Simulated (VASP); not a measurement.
Se: electric field gradients with PBEsol

The system is Se.

```xyz
3
Lattice="4.3662 0.0655 0.0655 -2.1264 3.7485 0.0240 0.0743 0.0743 4.9536" Properties=species:S:1:pos:R:3 pbc="T T T"
Se    1.0089    0.0395    1.6660
Se   -0.4298    0.8944    3.3078
Se    1.7350    2.9543    0.0693
```

This cell differs from its parent crystal: equal xy, yz and zx shear strains of +3 %.

```json
{
 "Program": "VASP 6.6.1",
 "Task": "electric field gradients",
 "Functional": "PBEsol",
 "Potentials or basis": "VASP PAW PBE potentials, release 64 (Se)",
 "Cutoff": "520 eV",
 "k mesh": "6 × 6 × 5",
 "Occupations": "fermi-dirac, width 0.03 eV",
 "Spin": "no spin polarisation",
 "Dipole correction": "no",
 "Further INCAR settings": "ALGO = Normal; EDIFF = 1e-08; NBANDS = 16"
}
```

```
Pressure                                : 0.6 GPa
Largest force                           : 0.637 eV/Å
Band gap on the k mesh                  : 0.97 eV (least direct gap 1.31 eV)
Largest electric field gradient by atom : Se -502.2, -462.8, -495.4 V/Å²
```

Forces on the atoms (eV/Å):
```
Se   0.233 -0.228 -0.460
Se  -0.316  0.549 -0.069
Se   0.083 -0.320  0.530
```

Stress tensor (GPa, compression positive):
```
-0.55 -0.99 -1.95
-0.99  0.69 -1.42
-1.95 -1.42  1.76
```

Levels at points of the mesh, in eV from the valence-band top:
| k point | band 7 | band 8 | band 9 | band 10 | band 11 | band 12 |
| --- | --- | --- | --- | --- | --- | --- |
| (0.00, 0.00, 0.00) | -2.05 | -1.98 | -0.36 | 1.63 | 2.11 | 2.31 |
| (0.50, 0.00, 0.00) | -3.00 | -1.74 | -0.90 | 2.06 | 2.43 | 3.84 |
| (0.00, 0.50, 0.00) | -2.80 | -1.75 | -0.90 | 1.81 | 2.43 | 4.34 |
| (0.50, 0.50, 0.00) | -2.83 | -1.78 | -0.96 | 1.74 | 2.43 | 4.33 |

Electric field gradients, principal values (V/Å²):
```csv
atom,least,middle,greatest (by size)
1 Se,168.632,333.599,-502.231
2 Se,146.485,316.330,-462.815
3 Se,165.785,329.604,-495.389
```

It took 47 s on 1 thread of Intel(R) Xeon(R) Platinum 8488C (Sapphire Rapids), on a shared host, peak memory 0.24 GiB.

Caveat: the cell differs from its parent crystal (equal xy, yz and zx shear strains of +3 %); without QUAD_EFG the Cq values of the log hold for a quadrupole moment of 1 mb, not for the nuclei; the PAW data sets were made with another functional, which shifts forces and pressure a little; an odd mesh through Γ misses points on the zone boundary, where band edges can lie.
